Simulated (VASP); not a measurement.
# TePb in VASP: notebook

Runs on TePb. Level: r2SCAN. Tasks: single point.

All numbers are computed with VASP 6.6.1; they aren't measurements. Logs are shortened: lines on timing, memory, paths and dates and some standing lists are left out, and cuts for length are marked.

## 1. The cell of the first run

Symmetry: R-3m, No. 166, trigonal system. The conventional cell has a = 4.575 Å, b = 4.575 Å, c = 11.435 Å, α = 90.00°, β = 90.00°, γ = 120.00°. Within 4.3 Å of Pb (site symmetry -3m) lie 6 Te at 3.26 Å. Within 4.3 Å of Te (site symmetry -3m) lie 6 Pb at 3.26 Å.

## 2. Single point, r2SCAN (epitaxial 111 strain -1.0%)

Contents of POSCAR:

```
TePb
1.0
    0.0438811361      3.2790396164      3.2790396164
    3.2790396164      0.0438811361      3.2790396164
    3.2790396164      3.2790396164      0.0438811361
Pb Te
1 1
Direct
    0.0000000000      0.0000000000      0.0000000000
    0.5000000000      0.5000000000      0.5000000000
```

Contents of INCAR.step1:

```
PREC = Accurate
ENCUT = 520
ISMEAR = 0
SIGMA = 0.01
LREAL = False
LASPH = True
NELM = 80
NBANDS = 17
GGA = PE
ALGO = Normal
EDIFF = 1E-4
LWAVE = True
LCHARG = False
```

Contents of INCAR.step2:

```
PREC = Accurate
ENCUT = 520
EDIFF = 1E-6
ISMEAR = 0
SIGMA = 0.01
LREAL = False
LASPH = True
NELM = 80
ALGO = Normal
ISIF = 2
LWAVE = False
LCHARG = False
METAGGA = R2SCAN
LMIXTAU = True
NBANDS = 17
ISTART = 1
```

Contents of KPOINTS:

```
Automatic mesh
0
Gamma
  8 8 8
```

Potentials or basis: VASP PAW PBE potentials, release 64 (Pb_d, Te).

Run with:

```console
$ cat potpaw_PBE.64/Pb_d/POTCAR potpaw_PBE.64/Te/POTCAR > POTCAR
$ cp INCAR.step1 INCAR
$ mpirun -np 1 vasp_std > vasp.out
$ cp INCAR.step2 INCAR
$ mpirun -np 1 vasp_std > vasp.out
```

OUTCAR:

```text
PREC = Accurate
   ENCUT = 520
   EDIFF = 1E-6
   ISMEAR = 0
   LREAL = False
   LASPH = True
   NELM = 80
   ISIF = 2
   METAGGA = R2SCAN
   ISTART = 1

 ion  position               nearest neighbor table
   1  0.000  0.000  0.000-   2 3.26   2 3.26   2 3.26   2 3.26   2 3.26   2 3.26
   2  0.500  0.500  0.500-   1 3.26   1 3.26   1 3.26   1 3.26   1 3.26   1 3.26

  LATTYP: Found a trigonal (rhomboedric) cell.
 ALAT       =     4.6374699100
 COS(alpha) =     0.5133363477

  Lattice vectors:

 A1 = (   0.0438811361,   3.2790396164,   3.2790396164)
 A2 = (   3.2790396164,   0.0438811361,   3.2790396164)
 A3 = (   3.2790396164,   3.2790396164,   0.0438811361)

Analysis of symmetry for initial positions (statically):
=====================================================================
 Subroutine PRICEL returns:
 Original cell was already a primitive cell.

 Routine SETGRP: Setting up the symmetry group for a
 trigonal (rhombohedral) supercell.

 Subroutine GETGRP returns: Found 12 space group operations
 (whereof 12 operations were pure point group operations)
 out of a pool of 12 trial point group operations.

The static configuration has the point symmetry D_3d.

Analysis of symmetry for dynamics (positions and initial velocities):
=====================================================================
 Subroutine PRICEL returns:
 Original cell was already a primitive cell.

 Routine SETGRP: Setting up the symmetry group for a
 trigonal (rhombohedral) supercell.

 Subroutine GETGRP returns: Found 12 space group operations
 (whereof 12 operations were pure point group operations)
 out of a pool of 12 trial point group operations.

The dynamic configuration has the point symmetry D_3d.

 Subroutine INISYM returns: Found 12 space group operations
 (whereof 12 operations are pure point group operations),
 and found     1 'primitive' translations

----------------------------------------------------------------------------------------

                                     Primitive cell

  volume of cell :      69.0978

  direct lattice vectors                    reciprocal lattice vectors
     0.043881136  3.279039616  3.279039616    -0.155579192  0.153524676  0.153524676
     3.279039616  0.043881136  3.279039616     0.153524676 -0.155579192  0.153524676
     3.279039616  3.279039616  0.043881136     0.153524676  0.153524676 -0.155579192

  length of vectors
     4.637469910  4.637469910  4.637469910     0.267103982  0.267103982  0.267103982

  position of ions in fractional coordinates (direct lattice)
     0.000000000  0.000000000  0.000000000
     0.500000000  0.500000000  0.500000000

  ion indices of the primitive-cell ions
   primitive index   ion index
                 1           1
                 2           2

----------------------------------------------------------------------------------------

 KPOINTS: Automatic mesh

Automatic generation of k-mesh.
 Grid dimensions read from file:
 generate k-points for:    8    8    8

 Generating k-lattice:

  Cartesian coordinates                     Fractional coordinates (reciprocal lattice)
    -0.019447399  0.019190585  0.019190585     0.125000000 -0.000000000 -0.000000000
     0.019190585 -0.019447399  0.019190585    -0.000000000  0.125000000 -0.000000000
     0.019190585  0.019190585 -0.019447399    -0.000000000 -0.000000000  0.125000000

  Length of vectors
     0.033387998  0.033387998  0.033387998

  Shift w.r.t. Gamma in fractional coordinates (k-lattice)
     0.000000000  0.000000000  0.000000000

 Subroutine IBZKPT returns following result:
 ===========================================

 Found     65 irreducible k-points:

 Following reciprocal coordinates:
            Coordinates               Weight
  0.000000  0.000000  0.000000      1.000000
  0.125000  0.000000  0.000000      6.000000
  0.250000  0.000000  0.000000      6.000000
  0.375000 -0.000000  0.000000      6.000000
  0.500000  0.000000  0.000000      3.000000
  0.125000  0.125000 -0.000000      6.000000
[... 16 lines left out ...]
  0.250000  0.125000  0.125000      6.000000
  0.375000  0.125000  0.125000      6.000000
 [... further k-points ...]
   k-points           NKPTS =     65   k-points in BZ     NKDIM =     65   number of bands    NBANDS=     17
   number of dos      NEDOS =    301   number of ions     NIONS =      2
   total plane-waves  NPLWV =  46656
   dimension x,y,z NGX =    36 NGY =   36 NGZ =   36
   dimension x,y,z NGXF=    72 NGYF=   72 NGZF=   72
   ions per type =               1   1
   NGX,Y,Z   is equivalent  to a cutoff of  12.91, 12.91, 12.91 a.u.
   NGXF,Y,Z  is equivalent  to a cutoff of  25.81, 25.81, 25.81 a.u.
 SYSTEM =  unknown system
   PREC   = accura    normal or accurate (medium, high low for compatibility)
   ISTART =      1    job   : 0-new  1-cont  2-samecut
   ICHARG =      0    charge: 1-file 2-atom 10-const
   ISPIN  =      1    spin polarized calculation?
   LNONCOLLINEAR =      F non collinear calculations
   LSORBIT =      F    spin-orbit coupling
   LASPH  =      T    aspherical Exc in radial PAW
   ENCUT  =  520.0 eV  38.22 Ry    6.18 a.u.   8.62  8.62  8.62*2*pi/ulx,y,z
   NELM   =     80;   NELMIN=  2; NELMDL=  0     # of ELM steps
   EDIFF  = 0.1E-05   stopping-criterion for ELM
   LREAL  =      F    real-space projection
   EDIFFG = 0.1E-04   stopping-criterion for IOM
   NSW    =      0    number of steps for IOM
   IBRION =     -1    ionic relax: 0-MD 1-quasi-New 2-CG
   NFREE  =      0    steps in history (QN), initial steepest desc. (CG)
   ISIF   =      2    stress and relaxation
   ISYM   =      2    0-nonsym 1-usesym 2-fastsym
   POTIM  = 0.5000    time-step for ionic-motion
   TEBEG  =    0.0;   TEEND  =   0.0 temperature during run
   PSTRESS=    0.0 pullay stress
   NELECT =      20.0000    total number of electrons
   NUPDOWN=      -1.0000    fix difference up-down
   EMIN   =  10.00;   EMAX   =-10.00  energy-range for DOS
   EFERMI =   0.00;   METHOD = LEGACY
   ISMEAR =     0;   SIGMA  =   0.01  broadening in eV -4-tet -1-fermi 0-gaus
   EFERMI_NEDOS =   21; number of points for ismear=-14 and -15
   IALGO  =     38    algorithm
   IMIX   =      4    mixing-type and parameters
     AMIX     =   0.40;   BMIX     =  1.00
     AMIX_MAG =   1.60;   BMIX_MAG =  1.00
  volume/ion in A,a.u.               =      34.55       233.15
  Fermi-wavevector in a.u.,A,eV,Ry     =   1.082921  2.046424 15.955799  1.172718
  Thomas-Fermi vector in A             =   2.218974
   LORBIT       =      0    0 simple, 1 ext, 2 COOP (PROOUT), +10 PAW based schemes
   METAGGA = R2SCAN    functional components
   LHFCALC =     F    Hartree Fock is set to
   AEXX    =    0.0000 exact exchange contribution
   IVDW    =     0    specifies the selected vdW correction
   LEPSILON=     F    determine dielectric tensor
   LRPA    =     F    only Hartree local field effects (RPA)
 non-spin polarized calculation
 Gauss-broadening in eV      SIGMA  =   0.01
  energy-cutoff  :      520.00
  volume of cell :       69.10
 maximum number of plane-waves:      1895
 NGX is ok and might be reduce to    36
   NGX = 17   NGY = 17   NGZ = 17

 number of electron      20.0000002 magnetization

 Free energy of the ion-electron system (eV)
  ---------------------------------------------------
  ext. energy  EPLUGINS =         0.00000000
  ---------------------------------------------------
  free energy    TOTEN  =       -82.70331241 eV

  energy without entropy =      -82.70331241  energy(sigma->0) =      -82.70331241

 E-fermi :   5.4263     XC(G=0):  -9.7008

 val. band max:        5.2882523366   @ k =   0.5000   0.5000   0.5000
 cond. band min:       6.2189705304   @ k =   0.5000   0.0000   0.0000
 fundamental gap:      0.9307181939
 Fermi energy:         5.4263487619

 k-point     1 :       0.0000    0.0000    0.0000
  band No.  band energies     occupation
      1     -12.1363      2.00000
      2     -12.1363      2.00000
      3     -12.1260      2.00000
      4     -12.1260      2.00000
      5     -12.1249      2.00000
      6      -7.1092      2.00000
[... 9 lines left out ...]
     16      11.5197      0.00000
     17      13.1092      0.00000

 k-point     2 :       0.1250    0.0000    0.0000
  band No.  band energies     occupation
      1     -12.1384      2.00000
      2     -12.1373      2.00000
      3     -12.1257      2.00000
      4     -12.1247      2.00000
      5     -12.1229      2.00000
      6      -6.9721      2.00000
[... 9 lines left out ...]
     16      11.8250      0.00000
     17      14.1704      0.00000

 k-point     3 :       0.2500    0.0000    0.0000
  band No.  band energies     occupation
      1     -12.1439      2.00000
      2     -12.1416      2.00000
      3     -12.1251      2.00000
      4     -12.1195      2.00000
      5     -12.1173      2.00000
      6      -6.5782      2.00000
[... 9 lines left out ...]
     16      12.6602      0.00000
     17      16.0390      0.00000

 k-point     4 :       0.3750   -0.0000    0.0000
  band No.  band energies     occupation
      1     -12.1497      2.00000
      2     -12.1467      2.00000
      3     -12.1245      2.00000
      4     -12.1134      2.00000
      5     -12.1114      2.00000
      6      -6.0141      2.00000
[... 9 lines left out ...]
     16      13.9334      0.00000
     17      16.3851      0.00000
[... 343 lines left out ...]
      1     -12.1384      2.00000
      2     -12.1384      2.00000
      3     -12.1244      2.00000
      4     -12.1239      2.00000
      5     -12.1239      2.00000
      6      -6.9761      2.00000
[... 9 lines left out ...]
     16      11.8045      0.00000
     17      14.0731      0.00000

 k-point    23 :       0.2500    0.1250    0.1250
  band No.  band energies     occupation
      1     -12.1422      2.00000
      2     -12.1402      2.00000
      3     -12.1246      2.00000
      4     -12.1228      2.00000
      5     -12.1190      2.00000
      6      -6.7554      2.00000
[... 9 lines left out ...]
     16      12.8315      0.00000
     17      13.8396      0.00000

 k-point    24 :       0.3750    0.1250    0.1250
  band No.  band energies     occupation
      1     -12.1467      2.00000
      2     -12.1457      2.00000
      3     -12.1234      2.00000
      4     -12.1182      2.00000
      5     -12.1140      2.00000
      6      -6.3006      2.00000
[... 9 lines left out ...]
     16      14.1313      0.00000
     17      15.1005      0.00000

 [... further k-points ...]

------------------------ aborting loop because EDIFF is reached ----------------------------------------

  FORCE on cell =-STRESS in cart. coord.  units (eV):
  Direction    XX          YY          ZZ          XY          YZ          ZX
  --------------------------------------------------------------------------------------
  -------------------------------------------------------------------------------------
  Total        0.1728697      0.1728697      0.1728697     -0.0915380     -0.0915380     -0.0915380
  in kB        4.0083472      4.0083472      4.0083472     -2.1225013     -2.1225013     -2.1225013
  external PRESSURE =       4.0083472 kB  Pullay stress =       0.0000000 kB

 VOLUME and BASIS-vectors are now :
 -----------------------------------------------------------------------------
  energy-cutoff  :      520.00
  volume of cell :       69.10
      direct lattice vectors                 reciprocal lattice vectors
     0.043881136  3.279039616  3.279039616    -0.155579192  0.153524676  0.153524676
     3.279039616  0.043881136  3.279039616     0.153524676 -0.155579192  0.153524676
     3.279039616  3.279039616  0.043881136     0.153524676  0.153524676 -0.155579192

 POSITION                                       TOTAL-FORCE (eV/Angst)
 -----------------------------------------------------------------------------------
      0.00000      0.00000      0.00000         0.000000     -0.000000      0.000000
      3.30098      3.30098      3.30098        -0.000000      0.000000     -0.000000
 -----------------------------------------------------------------------------------
    total drift:                               -0.000000      0.000000      0.000000

  FREE ENERGIE OF THE ION-ELECTRON SYSTEM (eV)
  ---------------------------------------------------
  free  energy   TOTEN  =       -82.7033124138 eV

  energy  without entropy=      -82.7033124138  energy(sigma->0) =      -82.70331241
```

It took 3.8 min on 1 thread of AMD EPYC 7R13 (Zen 3), shared host; peak memory 0.24 GiB.

Results:

- Free energy: -82.7033 eV
- Pressure: 0.4 GPa
- Band gap on the k mesh: 0.93 eV (least direct gap 1.05 eV)

Levels at points of the mesh, in eV from the valence-band top:
| k point | band 7 | band 8 | band 9 | band 10 | band 11 | band 12 | band 13 | band 14 |
| --- | --- | --- | --- | --- | --- | --- | --- | --- |
| (0.00, 0.00, 0.00) | -5.79 | -1.60 | -1.43 | -1.43 | 4.22 | 4.22 | 4.28 | 6.00 |
| (0.50, 0.00, 0.00) | -8.84 | -1.08 | -1.01 | -0.12 | 0.93 | 1.34 | 1.40 | 8.84 |
| (0.50, 0.50, 0.00) | -7.55 | -4.58 | -2.98 | -2.85 | 3.60 | 5.62 | 5.67 | 6.94 |
| (0.50, 0.50, 0.50) | -8.90 | -0.96 | -0.96 | 0.00 | 1.09 | 1.48 | 1.48 | 8.77 |

Caveat: the cell differs from its parent crystal (epitaxial 111 strain -1.0%); the structure was generated, so it needn't be the stable form of TePb; the PAW data sets were made with another functional, which shifts forces and pressure a little; spin-orbit coupling is left out, which moves the levels of the heavy elements. A k mesh can miss the band edges.

## 3. Single point, r2SCAN (epitaxial 111 strain +2.0%)

Contents of POSCAR:

```
TePb
1.0
   -0.0884232705      3.2447703153      3.2447703153
    3.2447703153     -0.0884232705      3.2447703153
    3.2447703153      3.2447703153     -0.0884232705
Pb Te
1 1
Direct
    0.0000000000      0.0000000000      0.0000000000
    0.5000000000      0.5000000000      0.5000000000
```

Contents of INCAR.step1:

```
SYSTEM = TePb
PREC = Accurate ; ENCUT = 520
ISMEAR = 0 ; SIGMA = 0.01
LREAL = .False. ; LASPH = .True.
NELM = 100 ; NBANDS = 17
GGA = PE ; ALGO = Normal
EDIFF = 1E-4 ; LWAVE = .True.
LCHARG = .False.
```

Contents of INCAR.step2:

```
SYSTEM = TePb
PREC = Accurate ; ENCUT = 520
EDIFF = 1E-6 ; ISMEAR = 0
SIGMA = 0.01 ; LREAL = .False.
LASPH = .True. ; NELM = 100
ALGO = Normal ; ISIF = 2
LWAVE = .False. ; LCHARG = .False.
METAGGA = R2SCAN ; LMIXTAU = .True.
NBANDS = 17 ; ISTART = 1
```

Contents of KPOINTS:

```
regular mesh
0
Gamma
  8 8 8
  0 0 0
```

Potentials or basis: VASP PAW PBE potentials, release 64 (Pb_d, Te).

Run with:

```console
$ cat potpaw_PBE.64/Pb_d/POTCAR potpaw_PBE.64/Te/POTCAR > POTCAR
$ cp INCAR.step1 INCAR
$ mpirun -np 1 vasp_std > vasp.out
$ cp INCAR.step2 INCAR
$ mpirun -np 1 vasp_std > vasp.out
```

Run time: 4 min. Hardware: 1 thread of AMD EPYC 7R13 (Zen 3), shared host; peak memory 0.24 GiB.

Results (log left out):

* Free energy: -82.6958 eV
* Pressure: -0.8 GPa
* Band gap on the k mesh: 0.86 eV (least direct gap 1.09 eV)

Stress tensor (GPa, compression positive):
```
-0.80  0.39  0.39
 0.39 -0.80  0.39
 0.39  0.39 -0.80
```

Levels at points of the mesh, in eV from the valence-band top:
| k point | band 8 | band 9 | band 10 | band 11 | band 12 | band 13 |
| --- | --- | --- | --- | --- | --- | --- |
| (0.00, 0.00, 0.00) | -1.44 | -1.44 | -1.11 | 4.15 | 4.29 | 4.29 |
| (0.50, 0.00, 0.00) | -0.91 | -0.80 | 0.00 | 1.09 | 1.49 | 1.67 |
| (0.50, 0.50, 0.00) | -4.31 | -2.83 | -2.57 | 3.77 | 5.49 | 5.62 |
| (0.50, 0.50, 0.50) | -1.01 | -1.01 | -0.23 | 0.86 | 1.33 | 1.33 |

Caveat: the cell differs from its parent crystal (epitaxial 111 strain +2.0%); the structure was generated, so it needn't be the stable form of TePb; the PAW data sets were made with another functional, which shifts forces and pressure a little; spin-orbit coupling is left out, which moves the levels of the heavy elements.

(Continued in part 2 of 2.)
